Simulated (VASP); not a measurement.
# Cu (Fm-3m) in VASP: a series of runs, part 2 of 2

VASP 6.6.1. The steps go on from the part before.

## 4. Single point, r2SCAN

This run uses another cell than the first one, of 11.00 Å³/atom.

Contents of POSCAR:

```
Cu
1.0
    0.0000000000      1.7653779550      1.7653779550
    1.7653779550      0.0000000000      1.7653779550
    1.7653779550      1.7653779550      0.0000000000
Cu
1
Direct
    0.0000000000      0.0000000000      0.0000000000
```

Contents of INCAR.step1:

```
SYSTEM = Cu
  PREC = Accurate
  ENCUT = 520
  ISMEAR = -1
  SIGMA = 0.1
  LREAL = .False.
  LASPH = .True.
  NELM = 60
  NBANDS = 12
  GGA = PE
  ALGO = Normal
  EDIFF = 1E-4
  LWAVE = .True.
  LCHARG = .False.
```

Contents of INCAR.step2:

```
SYSTEM = Cu
  PREC = Accurate
  ENCUT = 520
  EDIFF = 1E-6
  ISMEAR = -1
  SIGMA = 0.1
  LREAL = .False.
  LASPH = .True.
  NELM = 60
  ALGO = Normal
  ISIF = 2
  LWAVE = .False.
  LCHARG = .True.
  METAGGA = R2SCAN
  LMIXTAU = .True.
  LELF = .True.
  LVHAR = .True.
  NBANDS = 12
  ISTART = 1
```

Contents of KPOINTS:

```
regular mesh
0
Gamma
  16 16 16
  0 0 0
```

Potentials or basis: VASP PAW PBE potentials, release 64 (Cu).

Run with:

```sh
$ cat potpaw_PBE.64/Cu/POTCAR > POTCAR
$ cp INCAR.step1 INCAR
$ mpirun -np 1 vasp_std > vasp.out
$ cp INCAR.step2 INCAR
$ mpirun -np 1 vasp_std > vasp.out
```

OUTCAR:

```text
SYSTEM = Cu
   PREC = Accurate
   ENCUT = 520
   EDIFF = 1E-6
   ISMEAR = -1
   LREAL = .False.
   LASPH = .True.
   NELM = 60
   ISIF = 2
   METAGGA = R2SCAN
   ISTART = 1

 ion  position               nearest neighbor table
   1  0.000  0.000  0.000-

  LATTYP: Found a face centered cubic cell.
 ALAT       =     3.5307559100

  Lattice vectors:

 A1 = (   0.0000000000,   1.7653779550,   1.7653779550)
[... 537 lines left out ...]
     10      36.4480      0.00000
     11      38.5411      0.00000
     12      39.1461      0.00000

 [... further k-points ...]

------------------------ aborting loop because EDIFF is reached ----------------------------------------

  FORCE on cell =-STRESS in cart. coord.  units (eV):
  Direction    XX          YY          ZZ          XY          YZ          ZX
  --------------------------------------------------------------------------------------
  -------------------------------------------------------------------------------------
  Total        0.5250803      0.5250803      0.5250803      0.0000000      0.0000000     -0.0000000
  in kB       76.4527701     76.4527701     76.4527701      0.0000000      0.0000000     -0.0000000
  external PRESSURE =      76.4527701 kB  Pullay stress =       0.0000000 kB

 VOLUME and BASIS-vectors are now :
 -----------------------------------------------------------------------------
  energy-cutoff  :      520.00
  volume of cell :       11.00
      direct lattice vectors                 reciprocal lattice vectors
     0.000000000  1.765377955  1.765377955    -0.283225469  0.283225469  0.283225469
     1.765377955  0.000000000  1.765377955     0.283225469 -0.283225469  0.283225469
     1.765377955  1.765377955  0.000000000     0.283225469  0.283225469 -0.283225469

 POSITION                                       TOTAL-FORCE (eV/Angst)
 -----------------------------------------------------------------------------------
      0.00000      0.00000      0.00000         0.000000      0.000000      0.000000
 -----------------------------------------------------------------------------------
    total drift:                               -0.000000     -0.000000     -0.000000

  FREE ENERGIE OF THE ION-ELECTRON SYSTEM (eV)
  ---------------------------------------------------
  free  energy   TOTEN  =       -10.8195549609 eV

  energy  without entropy=      -10.8099374082  energy(sigma->0) =      -10.81474618
```

OUTCAR.step1:

```text
SYSTEM = Cu
   PREC = Accurate
   ENCUT = 520
   ISMEAR = -1
   LREAL = .False.
   LASPH = .True.
[... 576 lines left out ...]
 -----------------------------------------------------------------------------------
      0.00000      0.00000      0.00000         0.000000     -0.000000     -0.000000
 -----------------------------------------------------------------------------------
    total drift:                               -0.000000     -0.000000     -0.000000

  FREE ENERGIE OF THE ION-ELECTRON SYSTEM (eV)
  ---------------------------------------------------
  free  energy   TOTEN  =        -3.6894655231 eV

  energy  without entropy=       -3.6794837221  energy(sigma->0) =       -3.68447462
```

OSZICAR.step1:

```text
N       E                     dE             d eps       ncg     rms          rms(c)
DAV:   1     0.423040166618E+02    0.42304E+02   -0.53618E+03  3852   0.160E+03
DAV:   2    -0.332338945836E+01   -0.45627E+02   -0.41953E+02  3576   0.207E+02
DAV:   3    -0.461217952929E+01   -0.12888E+01   -0.12806E+01  4080   0.393E+01
DAV:   4    -0.462004734446E+01   -0.78678E-02   -0.78668E-02  3976   0.272E+00
DAV:   5    -0.462011656549E+01   -0.69221E-04   -0.69219E-04  4140   0.259E-01    0.777E+00
DAV:   6    -0.401885703393E+01    0.60126E+00   -0.13476E+01  4208   0.710E+01    0.351E+00
DAV:   7    -0.370456277346E+01    0.31429E+00   -0.19961E+00  4160   0.271E+01    0.663E-01
DAV:   8    -0.369058077821E+01    0.13982E-01   -0.50732E-03  4532   0.745E-01    0.251E-01
DAV:   9    -0.368946226880E+01    0.11185E-02   -0.65064E-03  4180   0.142E+00    0.286E-02
DAV:  10    -0.368946552314E+01   -0.32543E-05   -0.26315E-05  2356   0.945E-02
   1 F= -.36894655E+01 E0= -.36844746E+01  d E =-.998180E-02
```

It took 61 s on 1 thread of AMD EPYC 7R13 (Zen 3), shared host; peak memory 0.11 GiB.

Results:

| Item | Value |
| --- | --- |
| Free energy | -10.8196 eV |
| Pressure | 7.6 GPa |
| Band gap on the k mesh | zero (an odd number of electrons rules out a gap without spin polarisation) |

Caveat: the cell stands under pressure; the PAW data sets were made with another functional, which shifts forces and pressure a little.

## 5. Single point, r2SCAN

This run uses another cell than the first one, of 11.36 Å³/atom.

Contents of POSCAR:

```
Cu
1.0
    0.0000000000      1.7843619692      1.7843619692
    1.7843619692      0.0000000000      1.7843619692
    1.7843619692      1.7843619692      0.0000000000
Cu
1
Direct
    0.0000000000      0.0000000000      0.0000000000
```

Contents of INCAR.step1:

```
SYSTEM = Cu
PREC = Accurate
ENCUT = 520
ISMEAR = -1
SIGMA = 0.1
LREAL = .FALSE.
LASPH = .TRUE.
NELM = 100
NBANDS = 12
GGA = PE
ALGO = Normal
EDIFF = 1E-4
LWAVE = .TRUE.
LCHARG = .FALSE.
```

Contents of INCAR.step2:

```
SYSTEM = Cu
PREC = Accurate
ENCUT = 520
EDIFF = 1E-6
ISMEAR = -1
SIGMA = 0.1
LREAL = .FALSE.
LASPH = .TRUE.
NELM = 100
ALGO = Normal
ISIF = 2
LWAVE = .FALSE.
LCHARG = .FALSE.
METAGGA = R2SCAN
LMIXTAU = .TRUE.
NBANDS = 12
ISTART = 1
```

Contents of KPOINTS:

```
regular mesh
0
G
  16 16 16
  0 0 0
```

Run with:

```sh
$ cat potpaw_PBE.64/Cu/POTCAR > POTCAR
$ cp INCAR.step1 INCAR
$ mpirun -np 1 vasp_std > vasp.out
$ cp INCAR.step2 INCAR
$ mpirun -np 1 vasp_std > vasp.out
```

Wall time 61 s (1 thread of AMD EPYC 7R13 (Zen 3), shared host); peak memory 0.11 GiB.

It converged, with:

```yaml
Free_energy: -10.8305 eV
Pressure: 1.7 GPa
Band_gap_on_the_k_mesh: zero (an odd number of electrons rules out a gap without spin polarisation)
```

Levels at points of the mesh, in eV from the Fermi level:
```csv
k point,band 3,band 4,band 5,band 6,band 7,band 8,band 9,band 10
"(0.00, 0.00, 0.00)",-3.24,-3.24,-2.37,-2.37,23.72,27.06,27.06,27.06
"(0.50, 0.00, 0.00)",-3.29,-1.75,-1.75,-1.15,4.19,22.21,23.79,23.79
"(0.50, 0.50, 0.00)",-1.78,-1.59,-1.59,1.58,7.73,14.10,14.10,18.55
```

Caveat: the PAW data sets were made with another functional, which shifts forces and pressure a little.

## 6. The runs side by side

```csv
level,cell,k mesh,smearing,gap on the mesh (eV),pressure (GPa)
PBE,"a = 2.601 Å, angles 60.0°, 1 atom",18 × 18 × 18,fermi-dirac 0.0612256 eV,none,-4.4
PBE,"a = 2.617 Å, angles 60.0°, 1 atom",18 × 18 × 18,fermi-dirac 0.0612256 eV,none,-6.5
r2SCAN,"a = 2.497 Å, angles 60.0°, 1 atom",16 × 16 × 16,fermi-dirac 0.1 eV,none,7.6
r2SCAN,"a = 2.523 Å, angles 60.0°, 1 atom",16 × 16 × 16,fermi-dirac 0.1 eV,none,1.7
```

Alike in all rows: task single point; potentials or basis VASP PAW PBE potentials, release 64 (Cu); no spin polarisation; cutoff (eV) 520.

Caveats: the cell stands under tension (at least some runs); the PAW data sets were made with another functional, which shifts forces and pressure a little (at least some runs); the cell stands under pressure (at least some runs).

Absolute energies hang on the potentials; compare differences alone.
